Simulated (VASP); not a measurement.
# Sn (I4/mmm) in VASP: further runs, part 2 of 2

VASP 6.6.1. The steps go on from the part before.

## Step 3: Single point, r2SCAN (strain +0.000 along x and y, -0.080 along z)

POSCAR reads:

```
Sn
1.0
   -1.8946518192      1.8946518192      1.7430796737
    1.8946518192     -1.8946518192      1.7430796737
    1.8946518192      1.8946518192     -1.7430796737
Sn
1
Direct
    0.0000000000      0.0000000000      0.0000000000
```

INCAR.step1 reads:

```
SYSTEM = Sn
  PREC = Accurate
  ENCUT = 520
  ISMEAR = 0
  SIGMA = 0.15
  LREAL = .FALSE.
  LASPH = .TRUE.
  NELM = 80
  NBANDS = 13
  GGA = PE
  ALGO = Normal
  EDIFF = 1E-4
  LWAVE = .TRUE.
  LCHARG = .FALSE.
```

INCAR.step2 reads:

```
SYSTEM = Sn
  PREC = Accurate
  ENCUT = 520
  EDIFF = 1E-6
  ISMEAR = 0
  SIGMA = 0.15
  LREAL = .FALSE.
  LASPH = .TRUE.
  NELM = 80
  ALGO = Normal
  ISIF = 2
  LWAVE = .FALSE.
  LCHARG = .TRUE.
  METAGGA = R2SCAN
  LMIXTAU = .TRUE.
  LELF = .TRUE.
  LVHAR = .TRUE.
  NBANDS = 13
  ISTART = 1
```

KPOINTS reads:

```
regular mesh
0
G
  18 18 18
  0 0 0
```

Potentials or basis: VASP PAW PBE potentials, release 64 (Sn_d).

The run is started by

```bash
> cat potpaw_PBE.64/Sn_d/POTCAR > POTCAR
> cp INCAR.step1 INCAR
> mpirun -np 1 vasp_std > vasp.out
> cp INCAR.step2 INCAR
> mpirun -np 1 vasp_std > vasp.out
```

OUTCAR:

```text
SYSTEM = Sn
   PREC = Accurate
   ENCUT = 520
   EDIFF = 1E-6
   ISMEAR = 0
   LREAL = .FALSE.
   LASPH = .TRUE.
   NELM = 80
   ISIF = 2
   METAGGA = R2SCAN
   ISTART = 1

 ion  position               nearest neighbor table
   1  0.000  0.000  0.000-

  LATTYP: Found a body centered tetragonal cell.
 ALAT       =     3.7893036384
 C/A-ratio  =     0.9200000000

  Lattice vectors:

 A1 = (  -1.8946518192,   1.8946518192,   1.7430796737)
 A2 = (   1.8946518192,  -1.8946518192,   1.7430796737)
 A3 = (   1.8946518192,   1.8946518192,  -1.7430796737)

Analysis of symmetry for initial positions (statically):
=====================================================================
 Subroutine PRICEL returns:
 Original cell was already a primitive cell.

 Routine SETGRP: Setting up the symmetry group for a
 body centered tetragonal supercell.

 Subroutine GETGRP returns: Found 16 space group operations
 (whereof 16 operations were pure point group operations)
 out of a pool of 16 trial point group operations.

The static configuration has the point symmetry D_4h.

Analysis of symmetry for dynamics (positions and initial velocities):
=====================================================================
 Subroutine PRICEL returns:
 Original cell was already a primitive cell.

 Routine SETGRP: Setting up the symmetry group for a
 body centered tetragonal supercell.

 Subroutine GETGRP returns: Found 16 space group operations
 (whereof 16 operations were pure point group operations)
 out of a pool of 16 trial point group operations.

The dynamic configuration has the point symmetry D_4h.

 Subroutine INISYM returns: Found 16 space group operations
 (whereof 16 operations are pure point group operations),
 and found     1 'primitive' translations

----------------------------------------------------------------------------------------

                                     Primitive cell

  volume of cell :      25.0286

  direct lattice vectors                    reciprocal lattice vectors
    -1.894651819  1.894651819  1.743079674     0.000000000  0.263900731  0.286848621
     1.894651819 -1.894651819  1.743079674     0.263900731  0.000000000  0.286848621
     1.894651819  1.894651819 -1.743079674     0.263900731  0.263900731  0.000000000

  length of vectors
     3.196519636  3.196519636  3.196519636     0.389776509  0.389776509  0.373211993

  position of ions in fractional coordinates (direct lattice)
     0.000000000  0.000000000  0.000000000

  ion indices of the primitive-cell ions
   primitive index   ion index
                 1           1

----------------------------------------------------------------------------------------

 KPOINTS: regular mesh

Automatic generation of k-mesh.
 Grid dimensions read from file:
 generate k-points for:   18   18   18

 Generating k-lattice:

  Cartesian coordinates                     Fractional coordinates (reciprocal lattice)
     0.000000000  0.014661152  0.015936034     0.055555556  0.000000000 -0.000000000
     0.014661152  0.000000000  0.015936034     0.000000000  0.055555556 -0.000000000
     0.014661152  0.014661152  0.000000000     0.000000000  0.000000000  0.055555556

  Length of vectors
     0.021654250  0.021654250  0.020734000

  Shift w.r.t. Gamma in fractional coordinates (k-lattice)
     0.000000000  0.000000000  0.000000000

 Subroutine IBZKPT returns following result:
 ===========================================

 Found    480 irreducible k-points:

 Following reciprocal coordinates:
            Coordinates               Weight
  0.000000  0.000000  0.000000      1.000000
  0.055556  0.000000 -0.000000      8.000000
  0.111111  0.000000 -0.000000      8.000000
  0.166667  0.000000  0.000000      8.000000
  0.222222  0.000000  0.000000      8.000000
  0.277778 -0.000000  0.000000      8.000000
[... 16 lines left out ...]
 -0.277778  0.055556 -0.000000     16.000000
 -0.222222  0.055556  0.000000     16.000000
 [... further k-points ...]
   k-points           NKPTS =    480   k-points in BZ     NKDIM =    480   number of bands    NBANDS=     13
   number of dos      NEDOS =    301   number of ions     NIONS =      1
   total plane-waves  NPLWV =  13824
   dimension x,y,z NGX =    24 NGY =   24 NGZ =   24
   dimension x,y,z NGXF=    48 NGYF=   48 NGZF=   48
   ions per type =               1
   NGX,Y,Z   is equivalent  to a cutoff of  12.48, 12.48, 12.48 a.u.
   NGXF,Y,Z  is equivalent  to a cutoff of  24.96, 24.96, 24.96 a.u.
 SYSTEM =  Sn
   PREC   = accura    normal or accurate (medium, high low for compatibility)
   ISTART =      1    job   : 0-new  1-cont  2-samecut
   ICHARG =      0    charge: 1-file 2-atom 10-const
   ISPIN  =      1    spin polarized calculation?
   LNONCOLLINEAR =      F non collinear calculations
   LSORBIT =      F    spin-orbit coupling
   LASPH  =      T    aspherical Exc in radial PAW
   ENCUT  =  520.0 eV  38.22 Ry    6.18 a.u.   5.94  5.94  5.94*2*pi/ulx,y,z
   NELM   =     80;   NELMIN=  2; NELMDL=  0     # of ELM steps
   EDIFF  = 0.1E-05   stopping-criterion for ELM
   LREAL  =      F    real-space projection
   EDIFFG = 0.1E-04   stopping-criterion for IOM
   NSW    =      0    number of steps for IOM
   IBRION =     -1    ionic relax: 0-MD 1-quasi-New 2-CG
   NFREE  =      0    steps in history (QN), initial steepest desc. (CG)
   ISIF   =      2    stress and relaxation
   ISYM   =      2    0-nonsym 1-usesym 2-fastsym
   POTIM  = 0.5000    time-step for ionic-motion
   TEBEG  =    0.0;   TEEND  =   0.0 temperature during run
   PSTRESS=    0.0 pullay stress
   NELECT =      14.0000    total number of electrons
   NUPDOWN=      -1.0000    fix difference up-down
   EMIN   =  10.00;   EMAX   =-10.00  energy-range for DOS
   EFERMI =   0.00;   METHOD = LEGACY
   ISMEAR =     0;   SIGMA  =   0.15  broadening in eV -4-tet -1-fermi 0-gaus
   EFERMI_NEDOS =   21; number of points for ismear=-14 and -15
   IALGO  =     38    algorithm
   IMIX   =      4    mixing-type and parameters
     AMIX     =   0.40;   BMIX     =  1.00
     AMIX_MAG =   1.60;   BMIX_MAG =  1.00
  volume/ion in A,a.u.               =      25.03       168.90
  Fermi-wavevector in a.u.,A,eV,Ry     =   1.348876  2.549007 24.755359  1.819468
  Thomas-Fermi vector in A             =   2.476509
   LORBIT       =      0    0 simple, 1 ext, 2 COOP (PROOUT), +10 PAW based schemes
   METAGGA = R2SCAN    functional components
   LHFCALC =     F    Hartree Fock is set to
   AEXX    =    0.0000 exact exchange contribution
   IVDW    =     0    specifies the selected vdW correction
   LEPSILON=     F    determine dielectric tensor
   LRPA    =     F    only Hartree local field effects (RPA)
 non-spin polarized calculation
 Gauss-broadening in eV      SIGMA  =   0.15
  energy-cutoff  :      520.00
  volume of cell :       25.03
 maximum number of plane-waves:       692
   NGX = 11   NGY = 11   NGZ = 11

 number of electron      14.0000004 magnetization

 Free energy of the ion-electron system (eV)
  ---------------------------------------------------
  ext. energy  EPLUGINS =         0.00000000
  ---------------------------------------------------
  free energy    TOTEN  =       -24.48327197 eV

  energy without entropy =      -24.47704556  energy(sigma->0) =      -24.48015877

 E-fermi :   9.1110     XC(G=0): -11.7136

 val. band max:        9.1077365253   @ k =  -0.3333   0.3333   0.2778
 cond. band min:       9.1184688135   @ k =  -0.2778  -0.3333   0.2778
 fundamental gap:      0.0107322882
 Fermi energy:         9.1110194268

 k-point     1 :       0.0000    0.0000    0.0000
  band No.  band energies     occupation
      1     -13.2707      2.00000
      2     -13.2339      2.00000
      3     -13.2339      2.00000
      4     -13.0949      2.00000
      5     -13.0325      2.00000
      6      -3.2357      2.00000
      7      17.9454      0.00000
      8      17.9454      0.00000
      9      18.9368      0.00000
     10      21.7404      0.00000
     11      21.9911      0.00000
     12      21.9911      0.00000
     13      23.0871      0.00000
[... 353 lines left out ...]
 k-point    24 :      -0.2222    0.0556    0.0000
  band No.  band energies     occupation
      1     -13.2733      2.00000
      2     -13.2202      2.00000
      3     -13.1450      2.00000
      4     -13.0928      2.00000
      5     -13.0514      2.00000
      6      -2.2349      2.00000
      7      13.3167      0.00000
      8      14.7897      0.00000
      9      16.4910      0.00000
     10      19.3064      0.00000
     11      20.5055      0.00000
     12      22.8480      0.00000
     13      25.2384      0.00000

 [... further k-points ...]
[... 5 lines left out ...]
  --------------------------------------------------------------------------------------
  -------------------------------------------------------------------------------------
  Total        0.7924396      0.7924396      0.6523656      0.0000000      0.0000000      0.0000000
  in kB       50.7271761     50.7271761     41.7604906      0.0000000      0.0000000      0.0000000
  external PRESSURE =      47.7382809 kB  Pullay stress =       0.0000000 kB

 VOLUME and BASIS-vectors are now :
 -----------------------------------------------------------------------------
  energy-cutoff  :      520.00
  volume of cell :       25.03
      direct lattice vectors                 reciprocal lattice vectors
    -1.894651819  1.894651819  1.743079674     0.000000000  0.263900731  0.286848621
     1.894651819 -1.894651819  1.743079674     0.263900731  0.000000000  0.286848621
     1.894651819  1.894651819 -1.743079674     0.263900731  0.263900731  0.000000000

 POSITION                                       TOTAL-FORCE (eV/Angst)
 -----------------------------------------------------------------------------------
      0.00000      0.00000      0.00000        -0.000000      0.000000     -0.000000
 -----------------------------------------------------------------------------------
    total drift:                                0.000000      0.000000      0.000000

  FREE ENERGIE OF THE ION-ELECTRON SYSTEM (eV)
  ---------------------------------------------------
  free  energy   TOTEN  =       -24.4832719743 eV

  energy  without entropy=      -24.4770455646  energy(sigma->0) =      -24.48015877
```

Wall time 2.7 min (1 thread of Intel Xeon Platinum 8488C (Sapphire Rapids), shared host); peak memory 0.26 GiB.

Results:

```
Free energy            : -24.4833 eV
Pressure               : 4.8 GPa
Band gap on the k mesh : zero (bands 7 and 8 overlap by 11.64 eV)
```

Caveat: the cell differs from its parent crystal (strain +0.000 along x and y, -0.080 along z); the cell stands under pressure; the PAW data sets were made with another functional, which shifts forces and pressure a little; spin-orbit coupling is left out, which moves the levels of the heavy elements.

## Step 4: Single point, r2SCAN (strain -0.040 along x and y, +0.080 along z)

POSCAR reads:

```
Sn
1.0
   -1.8188657464      1.8188657464      2.0462239647
    1.8188657464     -1.8188657464      2.0462239647
    1.8188657464      1.8188657464     -2.0462239647
Sn
1
Direct
    0.0000000000      0.0000000000      0.0000000000
```

INCAR.step1 reads:

```
PREC = Accurate
ENCUT = 520
ISMEAR = 0
SIGMA = 0.15
LREAL = False
LASPH = True
NELM = 80
NBANDS = 13
GGA = PE
ALGO = Normal
EDIFF = 1E-4
LWAVE = True
LCHARG = False
```

INCAR.step2 reads:

```
PREC = Accurate
ENCUT = 520
EDIFF = 1E-6
ISMEAR = 0
SIGMA = 0.15
LREAL = False
LASPH = True
NELM = 80
ALGO = Normal
ISIF = 2
LWAVE = False
LCHARG = False
METAGGA = R2SCAN
LMIXTAU = True
NBANDS = 13
ISTART = 1
```

KPOINTS reads:

```
regular mesh
0
Gamma
  18 18 18
```

The run is started by

```bash
> cat potpaw_PBE.64/Sn_d/POTCAR > POTCAR
> cp INCAR.step1 INCAR
> mpirun -np 1 vasp_std > vasp.out
> cp INCAR.step2 INCAR
> mpirun -np 1 vasp_std > vasp.out
```

Run time: 2.9 min. Hardware: 1 thread of Intel Xeon Platinum 8488C (Sapphire Rapids), shared host; peak memory 0.27 GiB.

The run converged. Its results:

- Free energy: -24.5099 eV
- Pressure: -0.1 GPa
- Band gap on the k mesh: zero (bands 7 and 8 overlap by 10.65 eV)

Stress tensor (GPa, compression positive):
```
 0.04  0.00  0.00
 0.00  0.04  0.00
 0.00  0.00 -0.23
```

Levels at points of the mesh, in eV from the Fermi level:
| k point | band 4 | band 5 | band 6 | band 7 | band 8 | band 9 | band 10 | band 11 |
| --- | --- | --- | --- | --- | --- | --- | --- | --- |
| (0.00, 0.00, 0.00) | -22.19 | -22.14 | -11.73 | 8.08 | 8.48 | 8.48 | 11.94 | 12.58 |
| (0.50, 0.00, 0.00) | -22.15 | -22.08 | -6.92 | -4.85 | 4.35 | 6.47 | 9.20 | 9.36 |
| (0.50, 0.50, 0.00) | -22.14 | -22.06 | -6.13 | -4.53 | 2.86 | 4.45 | 7.37 | 7.51 |
| (0.50, 0.50, 0.50) | -22.08 | -22.08 | -2.76 | -2.07 | 0.22 | 0.22 | 4.15 | 4.65 |

Caveat: the cell differs from its parent crystal (strain -0.040 along x and y, +0.080 along z); the PAW data sets were made with another functional, which shifts forces and pressure a little; spin-orbit coupling is left out, which moves the levels of the heavy elements.

## Step 5: Overview

```csv
cell,gap on the mesh (eV),pressure (GPa)
"a = 3.204 Å, angles 114.1, 114.1, 100.6°, 1 atom",none,5.5
"a = 3.197 Å, angles 107.3, 107.3, 113.9°, 1 atom",none,4.8
"a = 3.287 Å, angles 112.8, 112.8, 103.0°, 1 atom",none,-0.1
```

Alike in all rows: task single point; level r2SCAN; potentials or basis VASP PAW PBE potentials, release 64 (Sn_d); no spin polarisation; k mesh 18 × 18 × 18; cutoff (eV) 520; smearing gaussian 0.15 eV.

Caveats: the PAW data sets were made with another functional, which shifts forces and pressure a little; spin-orbit coupling is left out, which moves the levels of the heavy elements; the cell stands under pressure (at least some runs).

Total energies depend on the potentials used, so only differences within one code and one set of settings carry meaning.
